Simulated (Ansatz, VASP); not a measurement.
## One calculation of Te, two programs

```
Te
1.0
     3.36670    0.00000    0.00000
    -1.68335    2.91565    0.00000
     0.00000    0.00000    3.13479
Te
1
Direct
  0.00000 0.00000 0.00000
```

Alike in both runs: functional PBE; k mesh 6 × 6 × 6; occupations gaussian, width 0.1 eV; no spin polarisation.

Ansatz relaxed the structure, and its values are those at the end. VASP's run is a single point on that final structure, the one shown.

|  | VASP | Ansatz |
| --- | --- | --- |
| version | VASP 6.6.1 | Ansatz 0.2.0 |
| potentials or method | VASP PAW PBE potentials, release 64 (Te), cutoff 520 eV | scalar-relativistic, plane waves, PAW |
| valence electrons in the cell | 6 | 16 |

```tsv
	VASP	Ansatz	Ansatz less VASP
gap on the k mesh at the Fermi level (eV)	none	none	-
pressure (GPa)	-0.2	-0.1	+0.06
```

A gap of «none» marks a metal or a gap that the smearing closes. VASP's potentials hold 6 valence electrons a cell and Ansatz's 16, so a difference there can come from the potentials and not from the codes.

Spin-orbit coupling is off throughout.
